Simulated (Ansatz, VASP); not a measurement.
Pd in VASP and in Ansatz

```
CELL_PARAMETERS angstrom
2.78367 0.00000 0.00000
-1.39183 2.41072 0.00000
0.00000 0.00000 4.62889
ATOMIC_POSITIONS crystal
Pd 0.33333 0.66667 0.25000
Pd 0.66667 0.33333 0.75000
```

Alike in both runs: task relaxation of cell and atoms; functional LDA; k mesh 11 × 11 × 6; occupations fermi-dirac, width 0.05 eV; no spin polarisation.

|  | VASP | Ansatz |
| --- | --- | --- |
| version | VASP 6.6.1 | Ansatz 0.2.0 |
| potentials or method | VASP PAW LDA potentials, release 64 (Pd) | Ansatz PAW |
| plane-wave cutoff (eV) | 600 | 420 |
| valence electrons in the cell | 20 | 36 |

```csv
,VASP,Ansatz,Ansatz less VASP
"gap on the k mesh at the Fermi level, each at its own relaxed structure (eV)",none,none,-
relaxed volume (Å³/atom),14.24,14.21,-0.021
relaxed length of the cell vector where the two differ most in proportion (Å),2.703,2.700,-0.0029
```

LDA's correlation is that of Perdew and Zunger in VASP and of Perdew and Wang (1992) in Ansatz. A gap of «none» marks a metal or a gap that the smearing closes. VASP's potentials hold 20 valence electrons a cell and Ansatz's 36, so a difference there can come from the potentials and not from the codes.

Noted on Ansatz's run: the plane-wave basis is chosen anew once the cell has moved, so the energies of steps on either side of that aren't comparable.
